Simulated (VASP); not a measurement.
A run of VASP 6.6.1 is set up as follows.

The input INCAR:

```
  ALGO = Normal
  EDIFF = 1E-7
  ENCUT = 520
  GGA = PE
  ISIF = 2
  ISMEAR = 0
  LASPH = T
  LCHARG = F
  LREAL = F
  LWAVE = F
  NBANDS = 23
  NELM = 100
  PREC = Accurate
  SIGMA = 0.1
```

The input KPOINTS:

```
k-points
0
Gamma
  6 6 8
```

Contents of POSCAR:

```
Mg3Re
1.0
    5.8893960662      0.0000000000      0.0000000000
   -2.9446980331      5.1003666063      0.0000000000
    0.0000000000      0.0000000000      4.7992317433
Mg Re
6 2
Direct
    0.8258575960      0.6517151919      0.2500000000
    0.1741424040      0.8258575960      0.7500000000
    0.3482848081      0.1741424040      0.2500000000
    0.1741424040      0.3482848081      0.7500000000
    0.8258575960      0.1741424040      0.2500000000
    0.6517151919      0.8258575960      0.7500000000
    0.3333333333      0.6666666667      0.2500000000
    0.6666666667      0.3333333333      0.7500000000
```

Potentials or basis: VASP PAW PBE potentials, release 64 (Mg, Re).

Launch:

```sh
$ cat potpaw_PBE.64/Mg/POTCAR potpaw_PBE.64/Re/POTCAR > POTCAR
$ mpirun -np 1 vasp_std > vasp.out
```

(1) Predict the largest force.

(2) Estimate the pressure.

Answers

(1) 0.004 eV/Å.

(2) -0.2 GPa.
